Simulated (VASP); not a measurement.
# TiPt3 in VASP: a series of runs, part 3 of 3

VASP 6.6.1. The steps go on from the part before.

## 6. Single point, PBE

This run uses another cell than the first one, of 14.80 Å³/atom, 0.962 times its volume.

The input, INCAR:

```
PREC = Accurate
ENCUT = 520
EDIFF = 1E-7
ISMEAR = -1
SIGMA = 0.05
LREAL = F
LASPH = T
NELM = 80
ALGO = Fast
ISIF = 2
LWAVE = F
LCHARG = T
GGA = PE
LELF = T
LVHAR = T
NBANDS = 29
```

The input, KPOINTS:

```
regular mesh
0
Gamma
  7 7 7
```

The input, POSCAR:

```
TiPt3
1.0
    3.8970000000      0.0000000000      0.0000000000
    0.0000000000      3.8970000000      0.0000000000
    0.0000000000      0.0000000000      3.8970000000
Pt Ti
3 1
Direct
    0.5000000000      0.5000000000      0.0000000000
    0.5000000000      0.0000000000      0.5000000000
    0.0000000000      0.5000000000      0.5000000000
    0.0000000000      0.0000000000      0.0000000000
```

Potentials or basis: VASP PAW PBE potentials, release 64 (Pt, Ti_sv).

Started as:

```bash
$ cat potpaw_PBE.64/Pt/POTCAR potpaw_PBE.64/Ti_sv/POTCAR > POTCAR
$ mpirun -np 1 vasp_std > vasp.out
```

OUTCAR:

```text
PREC = Accurate
   ENCUT = 520
   EDIFF = 1E-7
   ISMEAR = -1
   LREAL = F
   LASPH = T
   NELM = 80
   ISIF = 2
   GGA = PE

 ion  position               nearest neighbor table
   1  0.500  0.500  0.000-   2 2.76   3 2.76   4 2.76   2 2.76   3 2.76   2 2.76   4 2.76   2 2.76
                             3 2.76   4 2.76   3 2.76   4 2.76
   2  0.500  0.000  0.500-   1 2.76   3 2.76   4 2.76   1 2.76   4 2.76   1 2.76   3 2.76   1 2.76
                             3 2.76   4 2.76   4 2.76   3 2.76
   3  0.000  0.500  0.500-   1 2.76   2 2.76   4 2.76   1 2.76   4 2.76   2 2.76   4 2.76   4 2.76
                             1 2.76   2 2.76   1 2.76   2 2.76
   4  0.000  0.000  0.000-   1 2.76   2 2.76   3 2.76   2 2.76   3 2.76   1 2.76   3 2.76   3 2.76
                             1 2.76   2 2.76   2 2.76   1 2.76

  LATTYP: Found a simple cubic cell.
 ALAT       =     3.8970000000

  Lattice vectors:

 A1 = (   3.8970000000,   0.0000000000,   0.0000000000)
 A2 = (   0.0000000000,   3.8970000000,   0.0000000000)
 A3 = (   0.0000000000,   0.0000000000,   3.8970000000)

Analysis of symmetry for initial positions (statically):
=====================================================================
 Subroutine PRICEL returns:
 Original cell was already a primitive cell.

 Routine SETGRP: Setting up the symmetry group for a
 simple cubic supercell.

 Subroutine GETGRP returns: Found 48 space group operations
 (whereof 48 operations were pure point group operations)
 out of a pool of 48 trial point group operations.

The static configuration has the point symmetry O_h .

Analysis of symmetry for dynamics (positions and initial velocities):
=====================================================================
 Subroutine PRICEL returns:
 Original cell was already a primitive cell.

 Routine SETGRP: Setting up the symmetry group for a
 simple cubic supercell.

 Subroutine GETGRP returns: Found 48 space group operations
 (whereof 48 operations were pure point group operations)
 out of a pool of 48 trial point group operations.

The dynamic configuration has the point symmetry O_h .

 Subroutine INISYM returns: Found 48 space group operations
 (whereof 48 operations are pure point group operations),
 and found     1 'primitive' translations

----------------------------------------------------------------------------------------

                                     Primitive cell

  volume of cell :      59.1822

  direct lattice vectors                    reciprocal lattice vectors
     3.897000000  0.000000000  0.000000000     0.256607647  0.000000000  0.000000000
     0.000000000  3.897000000  0.000000000     0.000000000  0.256607647  0.000000000
     0.000000000  0.000000000  3.897000000     0.000000000  0.000000000  0.256607647

  length of vectors
     3.897000000  3.897000000  3.897000000     0.256607647  0.256607647  0.256607647

  position of ions in fractional coordinates (direct lattice)
     0.500000000  0.500000000  0.000000000
     0.500000000  0.000000000  0.500000000
     0.000000000  0.500000000  0.500000000
     0.000000000  0.000000000  0.000000000

  ion indices of the primitive-cell ions
   primitive index   ion index
                 1           1
                 2           2
                 3           3
                 4           4

----------------------------------------------------------------------------------------

[... 27 lines left out ...]
  0.142857  0.000000  0.000000      6.000000
  0.285714  0.000000  0.000000      6.000000
  0.428571  0.000000  0.000000      6.000000
  0.142857  0.142857  0.000000     12.000000
  0.285714  0.142857  0.000000     24.000000
[... 12 lines left out ...]
  0.428571  0.428571  0.285714     24.000000
  0.428571  0.428571  0.428571      8.000000
   k-points           NKPTS =     20   k-points in BZ     NKDIM =     20   number of bands    NBANDS=     29
   number of dos      NEDOS =    301   number of ions     NIONS =      4
   total plane-waves  NPLWV =  27000
   dimension x,y,z NGX =    30 NGY =   30 NGZ =   30
   dimension x,y,z NGXF=    60 NGYF=   60 NGZF=   60
   ions per type =               3   1
   NGX,Y,Z   is equivalent  to a cutoff of  12.80, 12.80, 12.80 a.u.
   NGXF,Y,Z  is equivalent  to a cutoff of  25.60, 25.60, 25.60 a.u.
 SYSTEM =  unknown system
   PREC   = accura    normal or accurate (medium, high low for compatibility)
   ISTART =      0    job   : 0-new  1-cont  2-samecut
   ICHARG =      2    charge: 1-file 2-atom 10-const
   ISPIN  =      1    spin polarized calculation?
   LNONCOLLINEAR =      F non collinear calculations
   LSORBIT =      F    spin-orbit coupling
   LASPH  =      T    aspherical Exc in radial PAW
   ENCUT  =  520.0 eV  38.22 Ry    6.18 a.u.   7.25  7.25  7.25*2*pi/ulx,y,z
   NELM   =     80;   NELMIN=  2; NELMDL= -5     # of ELM steps
   EDIFF  = 0.1E-06   stopping-criterion for ELM
   LREAL  =      F    real-space projection
   EDIFFG = 0.1E-05   stopping-criterion for IOM
   NSW    =      0    number of steps for IOM
   IBRION =     -1    ionic relax: 0-MD 1-quasi-New 2-CG
   NFREE  =      0    steps in history (QN), initial steepest desc. (CG)
   ISIF   =      2    stress and relaxation
   ISYM   =      2    0-nonsym 1-usesym 2-fastsym
   POTIM  = 0.5000    time-step for ionic-motion
   TEBEG  =    0.0;   TEEND  =   0.0 temperature during run
   PSTRESS=    0.0 pullay stress
   NELECT =      42.0000    total number of electrons
   NUPDOWN=      -1.0000    fix difference up-down
   EMIN   =  10.00;   EMAX   =-10.00  energy-range for DOS
   EFERMI =   0.00;   METHOD = LEGACY
   ISMEAR =    -1;   SIGMA  =   0.05  broadening in eV -4-tet -1-fermi 0-gaus
   EFERMI_NEDOS =   21; number of points for ismear=-14 and -15
   IALGO  =     68    algorithm
   IMIX   =      4    mixing-type and parameters
     AMIX     =   0.40;   BMIX     =  1.00
     AMIX_MAG =   1.60;   BMIX_MAG =  1.00
  volume/ion in A,a.u.               =      14.80        99.85
  Fermi-wavevector in a.u.,A,eV,Ry     =   1.460251  2.759474 29.012153  2.132333
  Thomas-Fermi vector in A             =   2.576723
   LORBIT       =      0    0 simple, 1 ext, 2 COOP (PROOUT), +10 PAW based schemes
   GGA     = PE    functional components
   LHFCALC =     F    Hartree Fock is set to
   AEXX    =    0.0000 exact exchange contribution
   IVDW    =     0    specifies the selected vdW correction
   LEPSILON=     F    determine dielectric tensor
   LRPA    =     F    only Hartree local field effects (RPA)
 non-spin polarized calculation
 RMM-DIIS sequential band-by-band and
  energy-cutoff  :      520.00
  volume of cell :       59.18
 maximum number of plane-waves:      1604
 NGX is ok and might be reduce to    30

 number of electron      41.9999997 magnetization

 Free energy of the ion-electron system (eV)
  ---------------------------------------------------
  ext. energy  EPLUGINS =         0.00000000
  ---------------------------------------------------
  free energy    TOTEN  =       -29.48540275 eV

  energy without entropy =      -29.47229926  energy(sigma->0) =      -29.47885100

 E-fermi :  11.8933     XC(G=0): -13.2834

 val. band max:       11.7570538534   @ k =   0.4286   0.0000   0.0000
 cond. band min:      11.9088000007   @ k =   0.0000   0.0000   0.0000
 fundamental gap:      0.1517461473
 Fermi energy:        11.8932508448

 k-point     1 :       0.0000    0.0000    0.0000
  band No.  band energies     occupation
      1     -46.3025      2.00000
      2     -22.5224      2.00000
      3     -22.5224      2.00000
      4     -22.5224      2.00000
      5       1.6417      2.00000
      6       4.4344      2.00000
[... 629 lines left out ...]
     28      13.6510      0.00000
     29      17.5912      0.00000

------------------------ aborting loop because EDIFF is reached ----------------------------------------

  FORCE on cell =-STRESS in cart. coord.  units (eV):
  Direction    XX          YY          ZZ          XY          YZ          ZX
  --------------------------------------------------------------------------------------
  -------------------------------------------------------------------------------------
  Total        3.5970219      3.5970219      3.5970219      0.0000000      0.0000000     -0.0000000
  in kB       97.3783585     97.3783585     97.3783585      0.0000000      0.0000000     -0.0000000
  external PRESSURE =      97.3783585 kB  Pullay stress =       0.0000000 kB

 VOLUME and BASIS-vectors are now :
 -----------------------------------------------------------------------------
  energy-cutoff  :      520.00
  volume of cell :       59.18
      direct lattice vectors                 reciprocal lattice vectors
     3.897000000  0.000000000  0.000000000     0.256607647  0.000000000  0.000000000
     0.000000000  3.897000000  0.000000000     0.000000000  0.256607647  0.000000000
     0.000000000  0.000000000  3.897000000     0.000000000  0.000000000  0.256607647

 POSITION                                       TOTAL-FORCE (eV/Angst)
 -----------------------------------------------------------------------------------
      1.94850      1.94850      0.00000         0.000000      0.000000      0.000000
      1.94850      0.00000      1.94850         0.000000      0.000000      0.000000
      0.00000      1.94850      1.94850         0.000000      0.000000      0.000000
      0.00000      0.00000      0.00000         0.000000      0.000000      0.000000
 -----------------------------------------------------------------------------------
    total drift:                                0.000000      0.000000     -0.000000

  FREE ENERGIE OF THE ION-ELECTRON SYSTEM (eV)
  ---------------------------------------------------
  free  energy   TOTEN  =       -29.4854027469 eV

  energy  without entropy=      -29.4722992566  energy(sigma->0) =      -29.47885100
```

Run time: 2 min. Hardware: 1 thread of Intel Xeon Platinum 8488C (Sapphire Rapids), shared host; peak memory 0.18 GiB.

What came out:

```
Free energy            : -29.4854 eV
Pressure               : 9.7 GPa
Band gap on the k mesh : zero (band 21 reaches 13.27 eV, above the bottom of band 22 at 11.76 eV)
```

Caveat: spin-orbit coupling is left out, which moves the levels of the heavy elements.

## 7. Summary

| level | potentials or basis | cell | gap on the mesh (eV) | pressure (GPa) |
| --- | --- | --- | --- | --- |
| LDA | VASP PAW LDA potentials, release 64 (Pt, Ti_sv) | a = 3.948 Å, 4 atoms | none | -13.6 |
| LDA | VASP PAW LDA potentials, release 64 (Pt, Ti_sv) | a = 3.973 Å, 4 atoms | none | -17.5 |
| PBEsol | VASP PAW PBE potentials, release 64 (Pt, Ti_sv) | a = 3.897 Å, 4 atoms | none | 1.2 |
| LDA | VASP PAW LDA potentials, release 64 (Pt, Ti_sv) | a = 3.897 Å, 4 atoms | none | -4.3 |
| PBE | VASP PAW PBE potentials, release 64 (Pt, Ti_sv) | a = 3.897 Å, 4 atoms | none | 9.7 |

Some of these runs hold the atoms at other places in the same cell, which the table doesn't show; runs alike in all that it shows share one row.

Alike in all rows: task single point; no spin polarisation; k mesh 7 × 7 × 7; cutoff (eV) 520; smearing fermi-dirac 0.05 eV.

Caveats: spin-orbit coupling is left out, which moves the levels of the heavy elements; the PAW data sets were made with another functional, which shifts forces and pressure a little (some runs).

Total energies depend on the potentials used, so only differences within one code and one set of settings carry meaning.
